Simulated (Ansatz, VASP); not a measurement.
**ZnO: VASP beside Ansatz**

Contents of POSCAR:

```
ZnO
1.0
    3.2494000000      0.0000000000      0.0000000000
   -1.6247000000      2.8140629500      0.0000000000
    0.0000000000      0.0000000000      5.2038000000
Zn O
2 2
Direct
    0.3333333300      0.6666666700      0.0000000000
    0.6666666700      0.3333333300      0.5000000000
    0.3333333300      0.6666666700      0.3830000000
    0.6666666700      0.3333333300      0.8830000000
```

INCAR.step1

```
SYSTEM = ZnO
PREC = Accurate
ENCUT = 600
ISMEAR = 0
SIGMA = 0.02
LREAL = .False.
LASPH = .True.
NELM = 100
GGA = PE
ALGO = Normal
EDIFF = 1E-4
LWAVE = .True.
LCHARG = .False.
```

The input INCAR.step2:

```
SYSTEM = ZnO
PREC = Accurate
ENCUT = 600
EDIFF = 1E-6
ISMEAR = 0
SIGMA = 0.02
LREAL = .False.
LASPH = .True.
NELM = 100
ALGO = Normal
ISIF = 3
LWAVE = .False.
LCHARG = .False.
METAGGA = R2SCAN
LMIXTAU = .True.
LUSE_VDW = .True.
IVDW_NL = 2
BPARAM = 11.95
CPARAM = 0.0093
IBRION = 2
NSW = 100
EDIFFG = -0.002
ISTART = 1
```

File KPOINTS:

```
Automatic mesh
0
Gamma
  9 9 6
  0 0 0
```

Input for Ansatz:

```yaml
crystal:
  lattice:
    - [3.2494, 0.0, 0.0]
    - [-1.6247, 2.81406295, 0.0]
    - [0.0, 0.0, 5.2038]
  atoms:
    - { symbol: Zn, position: [0.33333333, 0.66666667, 0.0] }
    - { symbol: Zn, position: [0.66666667, 0.33333333, 0.5] }
    - { symbol: O, position: [0.33333333, 0.66666667, 0.383] }
    - { symbol: O, position: [0.66666667, 0.33333333, 0.883] }
basis:
  ecutwfc: 500
kpoints:
  mp_grid: { grid: [9, 9, 6] }
hamiltonian:
  xc: r2scan
  dispersion: rvv10
scf:
  occupations: { method: gaussian, width: 0.02 }
output:
  forces: true
  stress: true
  eigenvalues: true
  write_density: true
  write_potential: true
  elf: true
  volumetric_format: npy
relax:
  adjacent_minimum: "off"
  f_tol: 0.002
  max_steps: 80
  cell: { stress_tol: 0.02 }
```

Alike in both runs: task relaxation of cell and atoms; functional r2SCAN; dispersion rVV10; k mesh 9 × 9 × 6; occupations gaussian, width 0.02 eV; no spin polarisation.

|  | VASP | Ansatz |
| --- | --- | --- |
| version | VASP 6.6.1 | Ansatz 0.2.0 |
| potentials or method | VASP PAW PBE potentials, release 64 (Zn, O), cutoff 600 eV | scalar-relativistic, plane waves, PAW |
| valence electrons in the cell | 36 | 36 |

Ansatz gave:

| Quantity | Value |
| --- | --- |
| gap on the k mesh at the Fermi level, each at its own relaxed structure (eV) | 1.19 |
| relaxed volume (Å³/atom) | 11.70 |
| relaxed cell length with the largest relative difference (Å) | 5.195 |

Problem. What did VASP give for the same quantities?

Solution. gap on the k mesh at the Fermi level, each at its own relaxed structure (eV): 1.18; relaxed volume (Å³/atom): 11.77; relaxed cell length with the largest relative difference (Å): 5.216.

VASP's potentials were made for PBE, not for r2SCAN.
